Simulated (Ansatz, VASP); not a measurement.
**TaAs in VASP and in Ansatz**

POSCAR

```
TaAs
1.0
    0.0000000000      2.6366280044      2.6366280044
    2.6366280044      0.0000000000      2.6366280044
    2.6366280044      2.6366280044      0.0000000000
Ta As
1 1
Direct
    0.5000000000      0.5000000000      0.5000000000
    0.0000000000      0.0000000000      0.0000000000
```

Contents of INCAR.step1:

```
ALGO = Normal
EDIFF = 1E-4
ENCUT = 520
GGA = PE
ISMEAR = 0
LASPH = True
LCHARG = False
LREAL = False
LWAVE = True
NBANDS = 15
NELM = 80
PREC = Accurate
SIGMA = 0.05
```

The input INCAR.step2:

```
ALGO = Normal
EDIFF = 1E-6
ENCUT = 520
ISIF = 2
ISMEAR = 0
ISTART = 1
LASPH = True
LCHARG = False
LMIXTAU = True
LREAL = False
LWAVE = False
METAGGA = R2SCAN
NBANDS = 15
NELM = 80
PREC = Accurate
SIGMA = 0.05
```

Contents of KPOINTS:

```
k-points
0
Gamma
  12 12 12
```

Input for Ansatz:

```yaml
crystal:
  lattice:
    - [0.0, 2.6366280044, 2.6366280044]
    - [2.6366280044, 0.0, 2.6366280044]
    - [2.6366280044, 2.6366280044, 0.0]
  atoms:
    - { symbol: Ta, position: [0.5, 0.5, 0.5] }
    - { symbol: As, position: [0.0, 0.0, 0.0] }
basis:
  ecutwfc: 500
  ecutrho_ratio: 4
kpoints:
  mp_grid: { grid: [12, 12, 12] }
hamiltonian:
  xc: r2scan
scf:
  occupations: { method: gaussian, width: 0.05 }
output:
  forces: true
  stress: true
  eigenvalues: true
```

Alike in both runs: task single point; functional r2SCAN; k mesh 12 × 12 × 12; occupations gaussian, width 0.05 eV; no spin polarisation.

|  | VASP | Ansatz |
| --- | --- | --- |
| version | VASP 6.6.1 | Ansatz 0.2.0 |
| potentials or method | VASP PAW PBE potentials, release 64 (Ta_pv, As), cutoff 520 eV | scalar-relativistic, plane waves, PAW |
| valence electrons in the cell | 16 | 28 |

Ansatz gave:

* gap on the k mesh at the Fermi level (eV): none
* pressure (GPa): -3.1

What did VASP give for the same quantities?

gap on the k mesh at the Fermi level (eV): none; pressure (GPa): -2.7.

VASP's potentials were made for PBE, not for r2SCAN. A gap of «none» marks a metal or a gap that the smearing closes. VASP's potentials hold 16 valence electrons a cell and Ansatz's 28, so a difference there can come from the potentials and not from the codes.

Neither program's run includes spin-orbit coupling.
